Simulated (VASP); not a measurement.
A run of VASP 6.6.1 is set up as follows.

The input INCAR:

```
PREC = Accurate
ENCUT = 520
EDIFF = 1E-6
ISMEAR = 0
SIGMA = 0.15
LREAL = F
LASPH = T
NELM = 100
ALGO = Fast
ISIF = 2
LWAVE = F
LCHARG = F
GGA = PS
NBANDS = 14
```

The input KPOINTS:

```
regular mesh
0
Gamma
  16 16 16
```

Contents of POSCAR:

```
TiAl
1.0
    3.3349311781      0.0000000000      0.0000000000
    0.0000000000      3.3349311781      0.0000000000
    0.0000000000      0.0000000000      2.9020571112
Ti Al
1 1
Direct
    0.0000000000      0.0000000000      0.0000000000
    0.5000000000      0.5000000000      0.5000000000
```

Potentials or basis: VASP PAW PBE potentials, release 64 (Ti_sv, Al).

Launch:

```sh
$ cat potpaw_PBE.64/Ti_sv/POTCAR potpaw_PBE.64/Al/POTCAR > POTCAR
$ mpirun -np 1 vasp_std > vasp.out
```

Problem. Predict the band gap on the k mesh.

Solution. Zero (an odd number of electrons rules out a gap without spin polarisation).

Problem. Estimate the pressure.

Solution. -2.2 GPa.

Stress tensor (GPa, compression positive):
```
-2.05  0.00  0.00
 0.00 -2.05  0.00
 0.00  0.00 -2.61
```

Caveat: the PAW data sets were made with another functional, which shifts forces and pressure a little.
